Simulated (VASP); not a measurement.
Input of a VASP 6.6.1 run:

File POSCAR:

```
BP
1.0
    0.0000000000      2.5469946025      1.8007251840
    2.5469946025      0.0000000000      1.8007251840
    2.5469946025      2.5469946025      0.0000000000
B P
1 1
Direct
    0.0000000000      0.0000000000      0.0000000000
    0.7500000000      0.7500000000      0.7500000000
```

INCAR.step1

```
SYSTEM = BP
PREC = Accurate ; ENCUT = 520
ISMEAR = 0 ; SIGMA = 0.05
LREAL = .FALSE. ; LASPH = .TRUE.
NELM = 100 ; NBANDS = 11
GGA = PE ; ALGO = Normal
EDIFF = 1E-4 ; LWAVE = .TRUE.
LCHARG = .FALSE.
```

The input INCAR.step2:

```
SYSTEM = BP
PREC = Accurate ; ENCUT = 520
EDIFF = 1E-6 ; ISMEAR = 0
SIGMA = 0.05 ; LREAL = .FALSE.
LASPH = .TRUE. ; NELM = 100
ALGO = Normal ; ISIF = 2
LWAVE = .FALSE. ; LCHARG = .FALSE.
METAGGA = R2SCAN ; LMIXTAU = .TRUE.
NBANDS = 11 ; ISTART = 1
```

KPOINTS

```
regular mesh
0
G
  8 8 8
  0 0 0
```

Potentials or basis: VASP PAW PBE potentials, release 64 (B, P).

The run is started by

```console
$ cat potpaw_PBE.64/B/POTCAR potpaw_PBE.64/P/POTCAR > POTCAR
$ cp INCAR.step1 INCAR
$ mpirun -np 1 vasp_std > vasp.out
$ cp INCAR.step2 INCAR
$ mpirun -np 1 vasp_std > vasp.out
```

Question: What does it give for the pressure?

Answer: -4.8 GPa.

Question: What does it give for the band gap on the k mesh?

Answer: Zero (band 4 reaches 9.42 eV, above the bottom of band 5 at 6.00 eV).

Stress tensor (GPa, compression positive):
```
-20.37   0.00   0.00
  0.00 -20.37   0.00
  0.00   0.00  26.27
```

Caveat: the PAW data sets were made with another functional, which shifts forces and pressure a little.
